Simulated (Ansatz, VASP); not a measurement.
**Two plane-wave programs on ZnCd3SO**

```
CELL_PARAMETERS angstrom
5.35806 0.00000 0.00000
0.00000 5.35806 0.00000
0.00000 0.00000 4.84324
ATOMIC_POSITIONS crystal
Zn 0.00000 0.00000 0.50000
Cd 0.00000 0.50000 0.50000
Cd 0.50000 0.00000 0.50000
Cd 0.00000 0.00000 0.00000
S 0.50000 0.50000 0.50000
O 0.50000 0.50000 0.00000
```

Alike in both runs: task single point; functional PBE; k mesh 4 × 4 × 4; occupations gaussian, width 0.1 eV; collinear spin.

|  | VASP | Ansatz |
| --- | --- | --- |
| version | VASP 6.6.1 | Ansatz 0.2.0 |
| potentials or method | VASP PAW PBE potentials, release 64 (Zn, Cd, S, O), cutoff 520 eV | scalar-relativistic, plane waves, PAW |
| valence electrons in the cell | 60 | 84 |

```tsv
	VASP	Ansatz	Ansatz less VASP
gap on the k mesh at the Fermi level (eV)	none	none	-
pressure (GPa)	0.3	0.1	-0.20
traceless stress, the component that is largest in VASP (GPa)	0.04	-0.18	-0.221
net moment per atom (μB)	0.00	0.03	+0.030
size of the moment on the site where the two differ most (μB)	0.00	0.17	+0.168
```

Site moments also hang on the region over which each program counts them. A gap of «none» marks a metal or a gap that the smearing closes. With one functional, cell and mesh, what is left measures potentials, basis and numerics. VASP's potentials hold 60 valence electrons a cell and Ansatz's 84, so a difference there can come from the potentials and not from the codes.
